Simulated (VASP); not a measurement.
# Ge (I4_1/amd) in VASP: a series of runs

The runs below take Ge through single point, with PBEsol+D4.

Program: VASP 6.6.1. These are calculated values, not measurements. Logs are shortened: lines on timing, memory, paths and dates and some standing lists are left out, and cuts for length are marked.

### Step 1. The cell of the first run

It takes space group I4_1/amd (No. 141, tetragonal). The conventional cell has a = 5.149 Å, b = 5.149 Å, c = 2.795 Å, α = 90.00°, β = 90.00°, γ = 90.00°. Within 3.5 Å of Ge (site symmetry -4m2) lie 10 Ge at 2.67 to 3.32 Å.

### Step 2. Single point, PBEsol+D4

INCAR reads:

```
SYSTEM = Ge
PREC = Accurate ; ENCUT = 500
EDIFF = 1E-6 ; ISMEAR = 1
SIGMA = 0.2 ; LREAL = .False.
LASPH = .True. ; NELM = 120
ALGO = Normal ; ISIF = 2
LWAVE = .False. ; LCHARG = .True.
GGA = PS ; IVDW = 13
LELF = .True. ; LVHAR = .True.
NBANDS = 21 ; GGA_COMPAT = .False.
```

KPOINTS reads:

```
Automatic mesh
0
Gamma
  5 5 5
  0 0 0
```

POSCAR reads:

```
Ge
1.0
   -2.5744897200      2.5744897200      1.3974126450
    2.5744897200     -2.5744897200      1.3974126450
    2.5744897200      2.5744897200     -1.3974126450
Ge
2
Direct
    0.2500000000      0.7500000000      0.5000000000
    0.5000000000      0.5000000000      0.0000000000
```

Potentials or basis: VASP PAW PBE potentials, release 64 (Ge_d).

Launch:

```sh
cat potpaw_PBE.64/Ge_d/POTCAR > POTCAR
mpirun -np 1 vasp_std > vasp.out
```

OUTCAR:

```text
SYSTEM = Ge
   PREC = Accurate
   ENCUT = 500
   EDIFF = 1E-6
   ISMEAR = 1
   LREAL = .False.
   LASPH = .True.
   NELM = 120
   ISIF = 2
   GGA = PS
   IVDW = 13

 ion  position               nearest neighbor table
   1  0.250  0.750  0.500-   2 2.67   2 2.67   2 2.67   2 2.67
   2  0.500  0.500  0.000-   1 2.67   1 2.67   1 2.67   1 2.67

  LATTYP: Found a body centered tetragonal cell.
 ALAT       =     5.1489794400
 C/A-ratio  =     0.5427920858

  Lattice vectors:

 A1 = (  -2.5744897200,   2.5744897200,   1.3974126450)
 A2 = (   2.5744897200,  -2.5744897200,   1.3974126450)
 A3 = (   2.5744897200,   2.5744897200,  -1.3974126450)

Analysis of symmetry for initial positions (statically):
=====================================================================
 Subroutine PRICEL returns:
 Original cell was already a primitive cell.

 Routine SETGRP: Setting up the symmetry group for a
 body centered tetragonal supercell.

 Subroutine GETGRP returns: Found 16 space group operations
 (whereof  8 operations were pure point group operations)
 out of a pool of 16 trial point group operations.

The static configuration has the point symmetry D_2d.
 The point group associated with its full space group is D_4h.

Analysis of symmetry for dynamics (positions and initial velocities):
=====================================================================
 Subroutine PRICEL returns:
 Original cell was already a primitive cell.

 Routine SETGRP: Setting up the symmetry group for a
 body centered tetragonal supercell.

 Subroutine GETGRP returns: Found 16 space group operations
 (whereof  8 operations were pure point group operations)
 out of a pool of 16 trial point group operations.

The dynamic configuration has the point symmetry D_2d.
 The point group associated with its full space group is D_4h.

 Subroutine INISYM returns: Found 16 space group operations
 (whereof  8 operations are pure point group operations),
 and found     1 'primitive' translations

----------------------------------------------------------------------------------------

                                     Primitive cell

  volume of cell :      37.0482

  direct lattice vectors                    reciprocal lattice vectors
    -2.574489720  2.574489720  1.397412645     0.000000000  0.194213244  0.357804119
     2.574489720 -2.574489720  1.397412645     0.194213244  0.000000000  0.357804119
     2.574489720  2.574489720 -1.397412645     0.194213244  0.194213244  0.000000000

  length of vectors
     3.899840604  3.899840604  3.899840604     0.407114937  0.407114937  0.274659004

  position of ions in fractional coordinates (direct lattice)
     0.250000000  0.750000000  0.500000000
     0.500000000  0.500000000  0.000000000

  ion indices of the primitive-cell ions
   primitive index   ion index
                 1           1
                 2           2

----------------------------------------------------------------------------------------

 KPOINTS: Automatic mesh

Automatic generation of k-mesh.
 Grid dimensions read from file:
 generate k-points for:    5    5    5

 Generating k-lattice:

  Cartesian coordinates                     Fractional coordinates (reciprocal lattice)
     0.000000000  0.038842649  0.071560824     0.200000000  0.000000000 -0.000000000
     0.038842649  0.000000000  0.071560824     0.000000000  0.200000000 -0.000000000
     0.038842649  0.038842649  0.000000000     0.000000000  0.000000000  0.200000000

  Length of vectors
     0.081422987  0.081422987  0.054931801

  Shift w.r.t. Gamma in fractional coordinates (k-lattice)
     0.000000000  0.000000000  0.000000000

 Subroutine IBZKPT returns following result:
 ===========================================

 Found     18 irreducible k-points:

 Following reciprocal coordinates:
            Coordinates               Weight
  0.000000  0.000000  0.000000      1.000000
  0.200000 -0.000000  0.000000      8.000000
  0.400000  0.000000 -0.000000      8.000000
  0.200000  0.200000  0.000000      8.000000
  0.400000  0.200000 -0.000000     16.000000
 -0.400000  0.200000  0.000000     16.000000
[... 10 lines left out ...]
 -0.400000  0.400000  0.400000      4.000000
 -0.400000 -0.400000  0.400000      2.000000
   k-points           NKPTS =     18   k-points in BZ     NKDIM =     18   number of bands    NBANDS=     21
   number of dos      NEDOS =    301   number of ions     NIONS =      2
   total plane-waves  NPLWV =  21952
   dimension x,y,z NGX =    28 NGY =   28 NGZ =   28
   dimension x,y,z NGXF=    56 NGYF=   56 NGZF=   56
   ions per type =               2
   NGX,Y,Z   is equivalent  to a cutoff of  11.94, 11.94, 11.94 a.u.
   NGXF,Y,Z  is equivalent  to a cutoff of  23.87, 23.87, 23.87 a.u.
 SYSTEM =  Ge
   PREC   = accura    normal or accurate (medium, high low for compatibility)
   ISTART =      0    job   : 0-new  1-cont  2-samecut
   ICHARG =      2    charge: 1-file 2-atom 10-const
   ISPIN  =      1    spin polarized calculation?
   LNONCOLLINEAR =      F non collinear calculations
   LSORBIT =      F    spin-orbit coupling
   LASPH  =      T    aspherical Exc in radial PAW
   ENCUT  =  500.0 eV  36.75 Ry    6.06 a.u.   7.11  7.11  7.11*2*pi/ulx,y,z
   NELM   =    120;   NELMIN=  2; NELMDL= -5     # of ELM steps
   EDIFF  = 0.1E-05   stopping-criterion for ELM
   LREAL  =      F    real-space projection
   EDIFFG = 0.1E-04   stopping-criterion for IOM
   NSW    =      0    number of steps for IOM
   IBRION =     -1    ionic relax: 0-MD 1-quasi-New 2-CG
   NFREE  =      0    steps in history (QN), initial steepest desc. (CG)
   ISIF   =      2    stress and relaxation
   ISYM   =      2    0-nonsym 1-usesym 2-fastsym
   POTIM  = 0.5000    time-step for ionic-motion
   TEBEG  =    0.0;   TEEND  =   0.0 temperature during run
   PSTRESS=    0.0 pullay stress
   NELECT =      28.0000    total number of electrons
   NUPDOWN=      -1.0000    fix difference up-down
   EMIN   =  10.00;   EMAX   =-10.00  energy-range for DOS
   EFERMI =   0.00;   METHOD = LEGACY
   ISMEAR =     1;   SIGMA  =   0.20  broadening in eV -4-tet -1-fermi 0-gaus
   EFERMI_NEDOS =   21; number of points for ismear=-14 and -15
   IALGO  =     38    algorithm
   IMIX   =      4    mixing-type and parameters
     AMIX     =   0.40;   BMIX     =  1.00
     AMIX_MAG =   1.60;   BMIX_MAG =  1.00
  volume/ion in A,a.u.               =      18.52       125.01
  Fermi-wavevector in a.u.,A,eV,Ry     =   1.491209  2.817976 30.255333  2.223704
  Thomas-Fermi vector in A             =   2.603893
   LORBIT       =      0    0 simple, 1 ext, 2 COOP (PROOUT), +10 PAW based schemes
   GGA     = PS    functional components
   LHFCALC =     F    Hartree Fock is set to
   AEXX    =    0.0000 exact exchange contribution
   IVDW    =    13    specifies the selected vdW correction
   LEPSILON=     F    determine dielectric tensor
   LRPA    =     F    only Hartree local field effects (RPA)
 non-spin polarized calculation
 Methfessel and Paxton  Order N= 1 SIGMA  =   0.20
  energy-cutoff  :      500.00
  volume of cell :       37.05
 maximum number of plane-waves:       950
   NGX = 15   NGY = 15   NGZ = 15

 number of electron      28.0000030 magnetization

 Free energy of the ion-electron system (eV)
  ---------------------------------------------------
  ext. energy  EPLUGINS =         0.00000000
  ---------------------------------------------------
  free energy    TOTEN  =        -9.53197710 eV

  energy without entropy =       -9.52663471  energy(sigma->0) =       -9.53019631

 E-fermi :   6.5383     XC(G=0): -11.4688

 val. band max:        6.4814620125   @ k =   0.4000   0.2000  -0.0000
 cond. band min:       6.7104669156   @ k =   0.2000  -0.0000   0.0000
 fundamental gap:      0.2290049031
 Fermi energy:         6.5382546739

 k-point     1 :       0.0000    0.0000    0.0000
  band No.  band energies     occupation
      1     -17.9995      2.00000
      2     -17.9634      2.00000
      3     -17.9312      2.00000
      4     -17.9236      2.00000
      5     -17.8221      2.00000
      6     -17.8221      2.00000
[... 13 lines left out ...]
     20      18.2231      0.00000
     21      19.1931      0.00000

 k-point     2 :       0.2000   -0.0000    0.0000
  band No.  band energies     occupation
      1     -17.9844      2.00000
      2     -17.9190      2.00000
      3     -17.9053      2.00000
      4     -17.8832      2.00000
      5     -17.8521      2.00000
      6     -17.8341      2.00000
[... 13 lines left out ...]
     20      16.1868      0.00000
     21      17.2659      0.00000

 k-point     3 :       0.4000    0.0000   -0.0000
  band No.  band energies     occupation
      1     -17.9604      2.00000
      2     -17.9042      2.00000
      3     -17.9036      2.00000
      4     -17.8856      2.00000
      5     -17.8568      2.00000
      6     -17.8512      2.00000
[... 13 lines left out ...]
     20      16.4963      0.00000
     21      19.1530      0.00000

 k-point     4 :       0.2000    0.2000    0.0000
  band No.  band energies     occupation
      1     -17.9703      2.00000
      2     -17.9096      2.00000
      3     -17.8838      2.00000
      4     -17.8714      2.00000
      5     -17.8652      2.00000
      6     -17.8558      2.00000
[... 13 lines left out ...]
     20      15.8768      0.00000
     21      16.4459      0.00000

 k-point     5 :       0.4000    0.2000   -0.0000
  band No.  band energies     occupation
      1     -17.9551      2.00000
      2     -17.9174      2.00000
      3     -17.9020      2.00000
      4     -17.8696      2.00000
      5     -17.8605      2.00000
      6     -17.8312      2.00000
[... 13 lines left out ...]
     20      17.0426      0.00000
     21      17.8551      0.00000
[... 238 lines left out ...]
     20      18.4357      0.00000
     21      20.4586      0.00000

 k-point    16 :      -0.2000   -0.2000    0.2000
  band No.  band energies     occupation
      1     -17.9683      2.00000
      2     -17.8959      2.00000
      3     -17.8959      2.00000
      4     -17.8873      2.00000
      5     -17.8493      2.00000
      6     -17.8493      2.00000
[... 13 lines left out ...]
     20      18.4820      0.00000
     21      18.4820      0.00000

 k-point    17 :      -0.4000    0.4000    0.4000
  band No.  band energies     occupation
      1     -17.9688      2.00000
      2     -17.9668      2.00000
      3     -17.8695      2.00000
      4     -17.8337      2.00000
      5     -17.8317      2.00000
      6     -17.8182      2.00000
[... 13 lines left out ...]
     20      21.3744      0.00000
     21      21.4182      0.00000

 k-point    18 :      -0.4000   -0.4000    0.4000
  band No.  band energies     occupation
      1     -17.9349      2.00000
      2     -17.9301      2.00000
      3     -17.8482      2.00000
      4     -17.8482      2.00000
      5     -17.8384      2.00000
      6     -17.8323      2.00000
[... 13 lines left out ...]
     20      20.5486      0.00000
     21      21.3594      0.00000

------------------------ aborting loop because EDIFF is reached ----------------------------------------

  DFT-D4 for vdW energy calculation

  Edisp (eV):   -0.44988

  FORCE on cell =-STRESS in cart. coord.  units (eV):
  Direction    XX          YY          ZZ          XY          YZ          ZX
  --------------------------------------------------------------------------------------
  -------------------------------------------------------------------------------------
  Total       0.14908     0.14908    -1.72651     0.00000     0.00000     0.00000
  in kB       6.44690     6.44690   -74.66440     0.00000     0.00000     0.00000
  external pressure =      -20.59 kB  Pullay stress =        0.00 kB

 VOLUME and BASIS-vectors are now :
 -----------------------------------------------------------------------------
  energy-cutoff  :      500.00
  volume of cell :       37.05
      direct lattice vectors                 reciprocal lattice vectors
    -2.574489720  2.574489720  1.397412645     0.000000000  0.194213244  0.357804119
     2.574489720 -2.574489720  1.397412645     0.194213244  0.000000000  0.357804119
     2.574489720  2.574489720 -1.397412645     0.194213244  0.194213244  0.000000000

 POSITION                                       TOTAL-FORCE (eV/Angst)
 -----------------------------------------------------------------------------------
      2.57449      0.00000      0.69871        -0.000000      0.000000     -0.000000
      0.00000      0.00000      1.39741         0.000000     -0.000000      0.000000
 -----------------------------------------------------------------------------------
    total drift:                                0.000000     -0.000000      0.000000

  FREE ENERGIE OF THE ION-ELECTRON SYSTEM (eV)
  ---------------------------------------------------
  free  energy   TOTEN  =        -9.9818558181 eV

  energy  without entropy=       -9.9765134231  energy(sigma->0) =       -9.98007502
```

Wall time 19 s (1 thread of AMD EPYC 7R43 (Zen 3), shared host); peak memory 0.11 GiB.

What came out:

```yaml
Free_energy: -9.9819 eV
Pressure: -2.1 GPa
Band_gap_on_the_k_mesh: zero (bands 14 and 15 overlap by 3.03 eV)
Dispersion_energy_per_atom: -0.225 eV
```

Levels at points of the mesh, in eV from the Fermi level:
| k point | band 11 | band 12 | band 13 | band 14 | band 15 | band 16 | band 17 | band 18 |
| --- | --- | --- | --- | --- | --- | --- | --- | --- |
| (0.00, 0.00, 0.00) | -13.19 | -3.95 | -2.22 | -2.22 | 3.37 | 7.71 | 7.71 | 8.27 |

Caveat: the k points lie up to 0.51 Å⁻¹ apart, too coarse for converged energies and pressures of a metal; the PAW data sets were made with another functional, which shifts forces and pressure a little.

### Step 3. Single point, PBEsol+D4

INCAR reads:

```
ALGO = Normal
EDIFF = 1E-6
ENCUT = 500
GGA = PS
GGA_COMPAT = F
ISIF = 2
ISMEAR = 1
IVDW = 13
LASPH = T
LCHARG = F
LREAL = F
LWAVE = F
NBANDS = 21
NELM = 120
PREC = Accurate
SIGMA = 0.2
```

KPOINTS reads:

```
k-points
0
Gamma
  5 5 5
```

POSCAR is that of step 2.

Potentials or basis: VASP PAW PBE potentials, release 64 (Ge_d).

Launch:

```sh
cat potpaw_PBE.64/Ge_d/POTCAR > POTCAR
mpirun -np 1 vasp_std > vasp.out
```

OUTCAR:

```text
EDIFF = 1E-6
   ENCUT = 500
   GGA = PS
   ISIF = 2
   ISMEAR = 1
   IVDW = 13
   LASPH = T
   LREAL = F
   NELM = 120
   PREC = Accurate

 ion  position               nearest neighbor table
   1  0.250  0.750  0.500-   2 2.67   2 2.67   2 2.67   2 2.67
   2  0.500  0.500  0.000-   1 2.67   1 2.67   1 2.67   1 2.67

  LATTYP: Found a body centered tetragonal cell.
 ALAT       =     5.1489794400
 C/A-ratio  =     0.5427920858

  Lattice vectors:

[... 611 lines left out ...]

------------------------ aborting loop because EDIFF is reached ----------------------------------------

  DFT-D4 for vdW energy calculation

  Edisp (eV):   -0.44988

  FORCE on cell =-STRESS in cart. coord.  units (eV):
  Direction    XX          YY          ZZ          XY          YZ          ZX
  --------------------------------------------------------------------------------------
  -------------------------------------------------------------------------------------
  Total       0.14908     0.14908    -1.72651     0.00000     0.00000     0.00000
  in kB       6.44690     6.44690   -74.66440     0.00000     0.00000     0.00000
  external pressure =      -20.59 kB  Pullay stress =        0.00 kB

 VOLUME and BASIS-vectors are now :
 -----------------------------------------------------------------------------
  energy-cutoff  :      500.00
  volume of cell :       37.05
      direct lattice vectors                 reciprocal lattice vectors
    -2.574489720  2.574489720  1.397412645     0.000000000  0.194213244  0.357804119
     2.574489720 -2.574489720  1.397412645     0.194213244  0.000000000  0.357804119
     2.574489720  2.574489720 -1.397412645     0.194213244  0.194213244  0.000000000

 POSITION                                       TOTAL-FORCE (eV/Angst)
 -----------------------------------------------------------------------------------
      2.57449      0.00000      0.69871        -0.000000      0.000000     -0.000000
      0.00000      0.00000      1.39741         0.000000     -0.000000      0.000000
 -----------------------------------------------------------------------------------
    total drift:                                0.000000     -0.000000      0.000000

  FREE ENERGIE OF THE ION-ELECTRON SYSTEM (eV)
  ---------------------------------------------------
  free  energy   TOTEN  =        -9.9818558181 eV

  energy  without entropy=       -9.9765134231  energy(sigma->0) =       -9.98007502
```

stdout:

```text
POSCAR found type information on POSCAR Ge
 POSCAR found :  1 types and       2 ions
 scaLAPACK will be used
 -----------------------------------------------------------------------------
|                                                                             |
|                                                                             |
|     You enforced a specific xc type in the INCAR file but a different       |
|     I HOPE YOU KNOW WHAT YOU ARE DOING!                                     |
|                                                                             |
 -----------------------------------------------------------------------------

 LDA part: xc-table for (Slater+PW92), standard interpolation
 POSCAR, INCAR and KPOINTS ok, starting setup
 FFT: planning ... GRIDC
 FFT: planning ... GRID_SOFT
 FFT: planning ... GRID
 WAVECAR not read
 entering main loop
```

Wall time 21 s (1 thread of AMD EPYC 7R43 (Zen 3), shared host); peak memory 0.12 GiB.

What came out:

```
Free energy                : -9.9819 eV
Pressure                   : -2.1 GPa
Band gap on the k mesh     : zero (bands 14 and 15 overlap by 3.03 eV)
Dispersion energy per atom : -0.225 eV
```

Stress tensor (GPa, compression positive):
```
 0.64  0.00  0.00
 0.00  0.64  0.00
 0.00  0.00 -7.47
```

Levels at points of the mesh, in eV from the Fermi level:
```csv
k point,band 10,band 11,band 12,band 13,band 14,band 15,band 16,band 17,band 18,band 19
"(0.00, 0.00, 0.00)",-24.22,-13.19,-3.95,-2.22,-2.22,3.37,7.71,7.71,8.27,8.47
```

Caveat: the k points lie up to 0.51 Å⁻¹ apart, too coarse for converged energies and pressures of a metal; the PAW data sets were made with another functional, which shifts forces and pressure a little.
